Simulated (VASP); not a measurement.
# MgB2 in VASP: notebook

The runs below take MgB2 through single point, relaxation of cell and atoms, with PBE.

All numbers are computed with VASP 6.6.1; they aren't measurements. Logs are shortened: lines on timing, memory, paths and dates and some standing lists are left out, and cuts for length are marked.

## (1) The cell of the first run

It takes space group P6/mmm (No. 191, hexagonal). The conventional cell has a = 3.076 Å, b = 3.076 Å, c = 3.522 Å, α = 90.00°, β = 90.00°, γ = 120.00°. Within 3.3 Å of Mg (site symmetry 6/mmm) lie 12 B at 2.50 Å and 6 Mg at 3.08 Å. B (site symmetry -6m2) has 3 B at 1.78 Å within 2.4 Å.

## (2) Single point, PBE

INCAR reads:

```
SYSTEM = MgB2
PREC     = Accurate       ! precision mode
ENCUT    = 520            ! plane-wave cutoff, eV
EDIFF    = 1E-6           ! SCF threshold, eV
ISMEAR   = 0              ! smearing method
SIGMA    = 0.1            ! smearing width, eV
LREAL    = .FALSE.        ! projectors in reciprocal space
LASPH    = .TRUE.         ! aspherical terms in the spheres
NELM     = 60             ! most SCF steps
ALGO     = Normal         ! electronic algorithm
ISIF     = 2              ! what is computed and relaxed
LWAVE    = .FALSE.        ! write WAVECAR
LCHARG   = .FALSE.        ! write CHGCAR
GGA      = PE             ! functional
NBANDS   = 11             ! bands
```

KPOINTS reads:

```
Automatic mesh
0
G
  18 18 12
  0 0 0
```

POSCAR reads:

```
MgB2
1.0
    3.0758598675      0.0000000000      0.0000000000
   -1.5379299337      2.6637727837      0.0000000000
    0.0000000000      0.0000000000      3.5221602512
Mg B
1 2
Direct
    0.0000000000      0.0000000000      0.0000000000
    0.6666666667      0.3333333333      0.5000000000
    0.3333333333      0.6666666667      0.5000000000
```

Potentials or basis: VASP PAW PBE potentials, release 64 (Mg, B).

The run is started by

```
$ cat potpaw_PBE.64/Mg/POTCAR potpaw_PBE.64/B/POTCAR > POTCAR
$ mpirun -np 1 vasp_std > vasp.out
```

OUTCAR:

```text
SYSTEM = MgB2
   PREC = Accurate
   ENCUT = 520
   EDIFF = 1E-6
   ISMEAR = 0
   LREAL = .FALSE.
   LASPH = .TRUE.
   NELM = 60
   ISIF = 2
   GGA = PE

 ion  position               nearest neighbor table
   1  0.000  0.000  0.000-   2 2.50   3 2.50   2 2.50   3 2.50   3 2.50   3 2.50   2 2.50   2 2.50
                             2 2.50   2 2.50   3 2.50   3 2.50
   2  0.667  0.333  0.500-   3 1.78   3 1.78   3 1.78   1 2.50   1 2.50   1 2.50   1 2.50   1 2.50
                             1 2.50
   3  0.333  0.667  0.500-   2 1.78   2 1.78   2 1.78   1 2.50   1 2.50   1 2.50   1 2.50   1 2.50
                             1 2.50

  LATTYP: Found a hexagonal cell.
 ALAT       =     3.0758598675
 C/A-ratio  =     1.1450977622

  Lattice vectors:

 A1 = (   3.0758598675,   0.0000000000,   0.0000000000)
 A2 = (  -1.5379299337,   2.6637727837,   0.0000000000)
 A3 = (   0.0000000000,   0.0000000000,   3.5221602512)

Analysis of symmetry for initial positions (statically):
=====================================================================
 Subroutine PRICEL returns:
 Original cell was already a primitive cell.

 Routine SETGRP: Setting up the symmetry group for a
 hexagonal supercell.

 Subroutine GETGRP returns: Found 24 space group operations
 (whereof 24 operations were pure point group operations)
 out of a pool of 24 trial point group operations.

The static configuration has the point symmetry D_6h.

Analysis of symmetry for dynamics (positions and initial velocities):
=====================================================================
 Subroutine PRICEL returns:
 Original cell was already a primitive cell.

 Routine SETGRP: Setting up the symmetry group for a
 hexagonal supercell.

 Subroutine GETGRP returns: Found 24 space group operations
 (whereof 24 operations were pure point group operations)
 out of a pool of 24 trial point group operations.

The dynamic configuration has the point symmetry D_6h.

 Subroutine INISYM returns: Found 24 space group operations
 (whereof 24 operations are pure point group operations),
 and found     1 'primitive' translations

----------------------------------------------------------------------------------------

                                     Primitive cell

  volume of cell :      28.8584

  direct lattice vectors                    reciprocal lattice vectors
     3.075859868  0.000000000  0.000000000     0.325112340  0.187703697  0.000000000
    -1.537929934  2.663772784  0.000000000     0.000000000  0.375407394  0.000000000
     0.000000000  0.000000000  3.522160251     0.000000000  0.000000000  0.283916667

  length of vectors
     3.075859868  3.075859867  3.522160251     0.375407394  0.375407394  0.283916667

  position of ions in fractional coordinates (direct lattice)
     0.000000000  0.000000000  0.000000000
     0.666666667  0.333333333  0.500000000
     0.333333333  0.666666667  0.500000000

  ion indices of the primitive-cell ions
   primitive index   ion index
                 1           1
                 2           2
                 3           3

----------------------------------------------------------------------------------------

 KPOINTS: Automatic mesh

Automatic generation of k-mesh.
 Grid dimensions read from file:
 generate k-points for:   18   18   12

 Generating k-lattice:

  Cartesian coordinates                     Fractional coordinates (reciprocal lattice)
     0.018061797  0.010427983  0.000000000     0.055555556  0.000000000  0.000000000
     0.000000000  0.020855966  0.000000000     0.000000000  0.055555556  0.000000000
     0.000000000  0.000000000  0.023659722     0.000000000  0.000000000  0.083333333

  Length of vectors
     0.020855966  0.020855966  0.023659722

  Shift w.r.t. Gamma in fractional coordinates (k-lattice)
     0.000000000  0.000000000  0.000000000

 Subroutine IBZKPT returns following result:
 ===========================================

 Found    259 irreducible k-points:

 Following reciprocal coordinates:
            Coordinates               Weight
  0.000000  0.000000  0.000000      1.000000
  0.055556 -0.000000  0.000000      6.000000
  0.111111 -0.000000  0.000000      6.000000
  0.166667  0.000000  0.000000      6.000000
  0.222222  0.000000  0.000000      6.000000
  0.277778  0.000000  0.000000      6.000000
[... 16 lines left out ...]
  0.333333  0.111111  0.000000     12.000000
  0.388889  0.111111  0.000000     12.000000
 [... further k-points ...]
   k-points           NKPTS =    259   k-points in BZ     NKDIM =    259   number of bands    NBANDS=     11
   number of dos      NEDOS =    301   number of ions     NIONS =      3
   total plane-waves  NPLWV =  16128
   dimension x,y,z NGX =    24 NGY =   24 NGZ =   28
   dimension x,y,z NGXF=    48 NGYF=   48 NGZF=   56
   ions per type =               1   2
   NGX,Y,Z   is equivalent  to a cutoff of  12.97, 12.97, 13.22 a.u.
   NGXF,Y,Z  is equivalent  to a cutoff of  25.94, 25.94, 26.43 a.u.
 SYSTEM =  MgB2
   PREC   = accura    normal or accurate (medium, high low for compatibility)
   ISTART =      0    job   : 0-new  1-cont  2-samecut
   ICHARG =      2    charge: 1-file 2-atom 10-const
   ISPIN  =      1    spin polarized calculation?
   LNONCOLLINEAR =      F non collinear calculations
   LSORBIT =      F    spin-orbit coupling
   LASPH  =      T    aspherical Exc in radial PAW
   ENCUT  =  520.0 eV  38.22 Ry    6.18 a.u.   5.72  5.72  6.55*2*pi/ulx,y,z
   NELM   =     60;   NELMIN=  2; NELMDL= -5     # of ELM steps
   EDIFF  = 0.1E-05   stopping-criterion for ELM
   LREAL  =      F    real-space projection
   EDIFFG = 0.1E-04   stopping-criterion for IOM
   NSW    =      0    number of steps for IOM
   IBRION =     -1    ionic relax: 0-MD 1-quasi-New 2-CG
   NFREE  =      0    steps in history (QN), initial steepest desc. (CG)
   ISIF   =      2    stress and relaxation
   ISYM   =      2    0-nonsym 1-usesym 2-fastsym
   POTIM  = 0.5000    time-step for ionic-motion
   TEBEG  =    0.0;   TEEND  =   0.0 temperature during run
   PSTRESS=    0.0 pullay stress
   NELECT =       8.0000    total number of electrons
   NUPDOWN=      -1.0000    fix difference up-down
   EMIN   =  10.00;   EMAX   =-10.00  energy-range for DOS
   EFERMI =   0.00;   METHOD = LEGACY
   ISMEAR =     0;   SIGMA  =   0.10  broadening in eV -4-tet -1-fermi 0-gaus
   EFERMI_NEDOS =   21; number of points for ismear=-14 and -15
   IALGO  =     38    algorithm
   IMIX   =      4    mixing-type and parameters
     AMIX     =   0.40;   BMIX     =  1.00
     AMIX_MAG =   1.60;   BMIX_MAG =  1.00
  volume/ion in A,a.u.               =       9.62        64.92
  Fermi-wavevector in a.u.,A,eV,Ry     =   1.067449  2.017186 15.503128  1.139448
  Thomas-Fermi vector in A             =   2.203066
   LORBIT       =      0    0 simple, 1 ext, 2 COOP (PROOUT), +10 PAW based schemes
   GGA     = PE    functional components
   LHFCALC =     F    Hartree Fock is set to
   AEXX    =    0.0000 exact exchange contribution
   IVDW    =     0    specifies the selected vdW correction
   LEPSILON=     F    determine dielectric tensor
   LRPA    =     F    only Hartree local field effects (RPA)
 non-spin polarized calculation
 Gauss-broadening in eV      SIGMA  =   0.10
  energy-cutoff  :      520.00
  volume of cell :       28.86
 maximum number of plane-waves:       792
 NGX is ok and might be reduce to    24
   NGX = 11   NGY = 11   NGZ = 13

 number of electron       8.0000000 magnetization

 Free energy of the ion-electron system (eV)
  ---------------------------------------------------
  ext. energy  EPLUGINS =         0.00000000
  ---------------------------------------------------
  free energy    TOTEN  =       -15.32584281 eV

  energy without entropy =      -15.32278277  energy(sigma->0) =      -15.32431279

 E-fermi :   5.2772     XC(G=0): -10.9350

 val. band max:        5.2659513464   @ k =   0.0556   0.0556   0.0000
 cond. band min:       5.2851047390   @ k =   0.1111  -0.0000   0.1667
 fundamental gap:      0.0191533926
 Fermi energy:         5.2772199286

 k-point     1 :       0.0000    0.0000    0.0000
  band No.  band energies     occupation
      1      -7.1499      2.00000
      2       2.3302      2.00000
      3       5.6778      0.00000
      4       5.6778      0.00000
      5       6.9331      0.00000
      6      11.6559      0.00000
      7      11.6559      0.00000
      8      13.4890      0.00000
      9      15.3033      0.00000
     10      18.0584      0.00000
     11      21.4982      0.00000

 k-point     2 :       0.0556   -0.0000    0.0000
  band No.  band energies     occupation
      1      -7.0960      2.00000
      2       2.3828      2.00000
      3       5.3934      0.10029
      4       5.5442      0.00016
      5       6.9806      0.00000
      6      11.6281      0.00000
      7      11.8987      0.00000
      8      13.6046      0.00000
      9      15.1073      0.00000
     10      18.3354      0.00000
     11      21.2161      0.00000

 k-point     3 :       0.1111   -0.0000    0.0000
  band No.  band energies     occupation
      1      -6.9347      2.00000
      2       2.5403      2.00000
      3       4.6450      2.00000
      4       5.2023      1.71083
      5       7.1286      0.00000
      6      11.4711      0.00000
      7      12.5660      0.00000
      8      13.9552      0.00000
      9      14.5507      0.00000
     10      19.0921      0.00000
     11      20.5807      0.00000
[... 267 lines left out ...]
 k-point    23 :       0.3333    0.1111    0.0000
  band No.  band energies     occupation
      1      -4.4196      2.00000
      2      -0.7614      2.00000
      3       2.4444      2.00000
      4       4.8814      2.00000
      5       9.4110      0.00000
      6       9.4279      0.00000
      7      10.9792      0.00000
      8      13.3460      0.00000
      9      16.5057      0.00000
     10      17.7533      0.00000
     11      18.7546      0.00000

 k-point    24 :       0.3889    0.1111    0.0000
  band No.  band energies     occupation
      1      -3.6796      2.00000
      2      -1.7433      2.00000
      3       2.2855      2.00000
      4       5.4214      0.04143
      5       8.6332      0.00000
      6       9.9195      0.00000
      7      10.8097      0.00000
      8      12.8875      0.00000
      9      16.2657      0.00000
     10      18.1413      0.00000
     11      19.3802      0.00000

 [... further k-points ...]

------------------------ aborting loop because EDIFF is reached ----------------------------------------

  FORCE on cell =-STRESS in cart. coord.  units (eV):
  Direction    XX          YY          ZZ          XY          YZ          ZX
  --------------------------------------------------------------------------------------
  -------------------------------------------------------------------------------------
  Total       -0.0337875     -0.0337875     -0.0697295     -0.0000000      0.0000000      0.0000000
  in kB       -1.8758302     -1.8758302     -3.8712759     -0.0000000      0.0000000      0.0000000
  external PRESSURE =      -2.5409788 kB  Pullay stress =       0.0000000 kB

 VOLUME and BASIS-vectors are now :
 -----------------------------------------------------------------------------
  energy-cutoff  :      520.00
  volume of cell :       28.86
      direct lattice vectors                 reciprocal lattice vectors
     3.075859868  0.000000000  0.000000000     0.325112340  0.187703697  0.000000000
    -1.537929934  2.663772784  0.000000000     0.000000000  0.375407394  0.000000000
     0.000000000  0.000000000  3.522160251     0.000000000  0.000000000  0.283916667

 POSITION                                       TOTAL-FORCE (eV/Angst)
 -----------------------------------------------------------------------------------
      0.00000      0.00000      0.00000        -0.000000      0.000000      0.000000
      1.53793      0.88792      1.76108         0.000000     -0.000000      0.000000
     -0.00000      1.77585      1.76108        -0.000000      0.000000      0.000000
 -----------------------------------------------------------------------------------
    total drift:                                0.000000     -0.000000      0.000000

  FREE ENERGIE OF THE ION-ELECTRON SYSTEM (eV)
  ---------------------------------------------------
  free  energy   TOTEN  =       -15.3258428141 eV

  energy  without entropy=      -15.3227827716  energy(sigma->0) =      -15.32431279
```

Run time: 19 s. Hardware: 1 thread of Intel Xeon 6975P-C (Granite Rapids), shared host; peak memory 0.21 GiB.

Results:

```
Free energy            : -15.3258 eV
Pressure               : -0.3 GPa
Band gap on the k mesh : zero (bands 4 and 5 overlap by 3.80 eV)
```

[end of part 1 of 3]
